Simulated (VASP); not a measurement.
A run of VASP 6.6.1:

File INCAR:

```
PREC = Accurate
ENCUT = 520
EDIFF = 1E-7
ISMEAR = 0
SIGMA = 0.1
LREAL = False
LASPH = True
NELM = 150
ALGO = Normal
ISIF = 2
LWAVE = False
LCHARG = False
ISPIN = 2
MAGMOM = 1 1 0 0 0
LORBIT = 11
LMAXMIX = 4
GGA = PE
NBANDS = 30
```

KPOINTS

```
regular mesh
0
Gamma
  4 4 4
```

POSCAR

```
Zr2Si3
1.0
    4.8635252278      0.0000000000      0.0000000000
    0.0000000000      4.8635252278      0.0000000000
    0.0000000000      0.0000000000      4.8635252278
Zr Si
2 3
Direct
    0.0000000000      0.0000000000      0.0000000000
    0.5000000000      0.5000000000      0.5000000000
    0.5000000000      0.0000000000      0.0000000000
    0.0000000000      0.5000000000      0.0000000000
    0.0000000000      0.0000000000      0.5000000000
```

Potentials or basis: VASP PAW PBE potentials, release 64 (Zr_sv, Si).

Command:

```console
$ cat potpaw_PBE.64/Zr_sv/POTCAR potpaw_PBE.64/Si/POTCAR > POTCAR
$ mpirun -np 1 vasp_std > vasp.out
```

Hardware: 1 thread of Intel Xeon 8259CL, with other jobs on the host.

**Question.** Estimate the wall time of this run.

**Answer.** It took 2.8 min on 1 thread of Intel Xeon 8259CL, on a shared host, peak memory 0.26 GiB. Counts: scf iterations 21, k points 10.
